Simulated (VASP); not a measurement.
# Ge (P6_3/mmc) in VASP: notebook, part 3 of 3

VASP 6.6.1. The steps go on from the part before.

## (5) Single point, PBE

INCAR

```
SYSTEM = Ge
ALGO = Normal
EDIFF = 1E-6
ENCUT = 520
GGA = PE
ISIF = 2
ISMEAR = -1
LASPH = .TRUE.
LCHARG = .FALSE.
LREAL = .FALSE.
LWAVE = .FALSE.
NBANDS = 21
NELM = 80
PREC = Accurate
SIGMA = 0.1
```

KPOINTS

```
k-points
0
G
  19 19 11
  0 0 0
```

POSCAR

```
Ge
1.0
    2.2536170429      0.0000000000      0.0000000000
   -1.1268085214      1.9516896095      0.0000000000
    0.0000000000      0.0000000000      3.6965267356
Ge
2
Direct
    0.3333333333      0.6666666667      0.2500000000
    0.6666666667      0.3333333333      0.7500000000
```

Potentials or basis: VASP PAW PBE potentials, release 64 (Ge_d).

Started as:

```
cat potpaw_PBE.64/Ge_d/POTCAR > POTCAR
mpirun -np 1 vasp_std > vasp.out
```

OUTCAR:

```text
SYSTEM = Ge
   EDIFF = 1E-6
   ENCUT = 520
   GGA = PE
   ISIF = 2
   ISMEAR = -1
   LASPH = .TRUE.
   LREAL = .FALSE.
   NELM = 80
   PREC = Accurate

 ion  position               nearest neighbor table
   1  0.333  0.667  0.250-   2 2.26   2 2.26   2 2.26   2 2.26   2 2.26   2 2.26
   2  0.667  0.333  0.750-   1 2.26   1 2.26   1 2.26   1 2.26   1 2.26   1 2.26

  LATTYP: Found a hexagonal cell.
 ALAT       =     2.2536170429
 C/A-ratio  =     1.6402639247

  Lattice vectors:

 A1 = (   2.2536170429,   0.0000000000,   0.0000000000)
 A2 = (  -1.1268085214,   1.9516896095,   0.0000000000)
 A3 = (   0.0000000000,   0.0000000000,   3.6965267356)

Analysis of symmetry for initial positions (statically):
=====================================================================
 Subroutine PRICEL returns:
 Original cell was already a primitive cell.

 Routine SETGRP: Setting up the symmetry group for a
 hexagonal supercell.

 Subroutine GETGRP returns: Found 24 space group operations
 (whereof 12 operations were pure point group operations)
 out of a pool of 24 trial point group operations.

The static configuration has the point symmetry D_3d.
 The point group associated with its full space group is D_6h.

Analysis of symmetry for dynamics (positions and initial velocities):
=====================================================================
 Subroutine PRICEL returns:
 Original cell was already a primitive cell.

 Routine SETGRP: Setting up the symmetry group for a
 hexagonal supercell.

 Subroutine GETGRP returns: Found 24 space group operations
 (whereof 12 operations were pure point group operations)
 out of a pool of 24 trial point group operations.

The dynamic configuration has the point symmetry D_3d.
 The point group associated with its full space group is D_6h.

 Subroutine INISYM returns: Found 24 space group operations
 (whereof 12 operations are pure point group operations),
 and found     1 'primitive' translations

----------------------------------------------------------------------------------------

                                     Primitive cell

  volume of cell :      16.2587

  direct lattice vectors                    reciprocal lattice vectors
     2.253617043  0.000000000  0.000000000     0.443731114  0.256188278  0.000000000
    -1.126808521  1.951689610  0.000000000     0.000000000  0.512376556  0.000000000
     0.000000000  0.000000000  3.696526736     0.000000000  0.000000000  0.270524217

  length of vectors
     2.253617043  2.253617043  3.696526736     0.512376556  0.512376556  0.270524217

  position of ions in fractional coordinates (direct lattice)
     0.333333333  0.666666667  0.250000000
     0.666666667  0.333333333  0.750000000

  ion indices of the primitive-cell ions
   primitive index   ion index
                 1           1
                 2           2

----------------------------------------------------------------------------------------

 KPOINTS: k-points

Automatic generation of k-mesh.
 Grid dimensions read from file:
 generate k-points for:   19   19   11

 Generating k-lattice:

  Cartesian coordinates                     Fractional coordinates (reciprocal lattice)
     0.023354269  0.013483594  0.000000000     0.052631579  0.000000000  0.000000000
     0.000000000  0.026967187  0.000000000     0.000000000  0.052631579  0.000000000
     0.000000000  0.000000000  0.024593111     0.000000000  0.000000000  0.090909091

  Length of vectors
     0.026967187  0.026967187  0.024593111

  Shift w.r.t. Gamma in fractional coordinates (k-lattice)
     0.000000000  0.000000000  0.000000000

 Subroutine IBZKPT returns following result:
 ===========================================

 Found    240 irreducible k-points:

 Following reciprocal coordinates:
            Coordinates               Weight
  0.000000  0.000000  0.000000      1.000000
  0.052632 -0.000000  0.000000      6.000000
  0.105263 -0.000000  0.000000      6.000000
  0.157895 -0.000000  0.000000      6.000000
  0.210526  0.000000  0.000000      6.000000
  0.263158  0.000000  0.000000      6.000000
[... 16 lines left out ...]
  0.263158  0.105263  0.000000     12.000000
  0.315789  0.105263  0.000000     12.000000
 [... further k-points ...]
   k-points           NKPTS =    240   k-points in BZ     NKDIM =    240   number of bands    NBANDS=     21
   number of dos      NEDOS =    301   number of ions     NIONS =      2
   total plane-waves  NPLWV =   9072
   dimension x,y,z NGX =    18 NGY =   18 NGZ =   28
   dimension x,y,z NGXF=    36 NGYF=   36 NGZF=   56
   ions per type =               2
   NGX,Y,Z   is equivalent  to a cutoff of  13.28, 13.28, 12.59 a.u.
   NGXF,Y,Z  is equivalent  to a cutoff of  26.56, 26.56, 25.19 a.u.
 SYSTEM =  Ge
   PREC   = accura    normal or accurate (medium, high low for compatibility)
   ISTART =      0    job   : 0-new  1-cont  2-samecut
   ICHARG =      2    charge: 1-file 2-atom 10-const
   ISPIN  =      1    spin polarized calculation?
   LNONCOLLINEAR =      F non collinear calculations
   LSORBIT =      F    spin-orbit coupling
   LASPH  =      T    aspherical Exc in radial PAW
   ENCUT  =  520.0 eV  38.22 Ry    6.18 a.u.   4.19  4.19  6.87*2*pi/ulx,y,z
   NELM   =     80;   NELMIN=  2; NELMDL= -5     # of ELM steps
   EDIFF  = 0.1E-05   stopping-criterion for ELM
   LREAL  =      F    real-space projection
   EDIFFG = 0.1E-04   stopping-criterion for IOM
   NSW    =      0    number of steps for IOM
   IBRION =     -1    ionic relax: 0-MD 1-quasi-New 2-CG
   NFREE  =      0    steps in history (QN), initial steepest desc. (CG)
   ISIF   =      2    stress and relaxation
   ISYM   =      2    0-nonsym 1-usesym 2-fastsym
   POTIM  = 0.5000    time-step for ionic-motion
   TEBEG  =    0.0;   TEEND  =   0.0 temperature during run
   PSTRESS=    0.0 pullay stress
   NELECT =      28.0000    total number of electrons
   NUPDOWN=      -1.0000    fix difference up-down
   EMIN   =  10.00;   EMAX   =-10.00  energy-range for DOS
   EFERMI =   0.00;   METHOD = LEGACY
   ISMEAR =    -1;   SIGMA  =   0.10  broadening in eV -4-tet -1-fermi 0-gaus
   EFERMI_NEDOS =   21; number of points for ismear=-14 and -15
   IALGO  =     38    algorithm
   IMIX   =      4    mixing-type and parameters
     AMIX     =   0.40;   BMIX     =  1.00
     AMIX_MAG =   1.60;   BMIX_MAG =  1.00
  volume/ion in A,a.u.               =       8.13        54.86
  Fermi-wavevector in a.u.,A,eV,Ry     =   1.962302  3.708214 52.391011  3.850631
  Thomas-Fermi vector in A             =   2.987011
   LORBIT       =      0    0 simple, 1 ext, 2 COOP (PROOUT), +10 PAW based schemes
   GGA     = PE    functional components
   LHFCALC =     F    Hartree Fock is set to
   AEXX    =    0.0000 exact exchange contribution
   IVDW    =     0    specifies the selected vdW correction
   LEPSILON=     F    determine dielectric tensor
   LRPA    =     F    only Hartree local field effects (RPA)
 non-spin polarized calculation
  energy-cutoff  :      520.00
  volume of cell :       16.26
 maximum number of plane-waves:       458
 NGX is ok and might be reduce to    18
   NGX =  9   NGY =  9   NGZ = 13

 number of electron      28.0000012 magnetization

 Free energy of the ion-electron system (eV)
  ---------------------------------------------------
  ext. energy  EPLUGINS =         0.00000000
  ---------------------------------------------------
  free energy    TOTEN  =         3.92271333 eV

  energy without entropy =        3.93615741  energy(sigma->0) =        3.92943537

 E-fermi :  20.8444     XC(G=0): -16.3069

 val. band max:       20.8284294731   @ k =   0.3158   0.3158   0.0909
 cond. band min:      20.8481746334   @ k =   0.2105   0.1053   0.3636
 fundamental gap:      0.0197451603
 Fermi energy:        20.8444121335

 k-point     1 :       0.0000    0.0000    0.0000
  band No.  band energies     occupation
      1      -6.7124      2.00000
      2      -6.2146      2.00000
      3      -6.1424      2.00000
      4      -6.1424      2.00000
      5      -6.0395      2.00000
      6      -6.0394      2.00000
[... 13 lines left out ...]
     20      39.3623      0.00000
     21      43.2138      0.00000

 k-point     2 :       0.0526   -0.0000    0.0000
  band No.  band energies     occupation
      1      -6.6927      2.00000
      2      -6.2317      2.00000
      3      -6.1227      2.00000
      4      -6.1196      2.00000
      5      -6.0437      2.00000
      6      -6.0187      2.00000
[... 520 lines left out ...]
 k-point    24 :       0.3158    0.1053    0.0000
  band No.  band energies     occupation
      1      -6.7508      2.00000
      2      -6.5295      2.00000
      3      -6.3761      2.00000
      4      -6.1527      2.00000
      5      -5.9288      2.00000
      6      -5.8575      2.00000
[... 13 lines left out ...]
     20      35.7505      0.00000
     21      44.4360      0.00000

 [... further k-points ...]
[... 5 lines left out ...]
  --------------------------------------------------------------------------------------
  -------------------------------------------------------------------------------------
  Total       39.8107643     39.8107643     39.7850320      0.0000000      0.0000000      0.0000000
  in kB     3923.0728922   3923.0728920   3920.5371561      0.0000001      0.0000000      0.0000000
  external PRESSURE =    3922.2276468 kB  Pullay stress =       0.0000000 kB

 VOLUME and BASIS-vectors are now :
 -----------------------------------------------------------------------------
  energy-cutoff  :      520.00
  volume of cell :       16.26
      direct lattice vectors                 reciprocal lattice vectors
     2.253617043  0.000000000  0.000000000     0.443731114  0.256188278  0.000000000
    -1.126808521  1.951689610  0.000000000     0.000000000  0.512376556  0.000000000
     0.000000000  0.000000000  3.696526736     0.000000000  0.000000000  0.270524217

 POSITION                                       TOTAL-FORCE (eV/Angst)
 -----------------------------------------------------------------------------------
     -0.00000      1.30113      0.92413        -0.000000     -0.000000      0.000000
      1.12681      0.65056      2.77240         0.000000      0.000000      0.000000
 -----------------------------------------------------------------------------------
    total drift:                                0.000000     -0.000000      0.000000

  FREE ENERGIE OF THE ION-ELECTRON SYSTEM (eV)
  ---------------------------------------------------
  free  energy   TOTEN  =         3.9227133313 eV

  energy  without entropy=        3.9361574051  energy(sigma->0) =        3.92943537
```

Run time: 69 s. Hardware: 1 thread of Intel Xeon Platinum 8488C (Sapphire Rapids), shared host; peak memory 0.17 GiB.

Results:

- Free energy: 3.9227 eV
- Pressure: 392.2 GPa
- Band gap on the k mesh: zero (band 14 reaches 35.27 eV, above the bottom of band 15 at 15.84 eV)
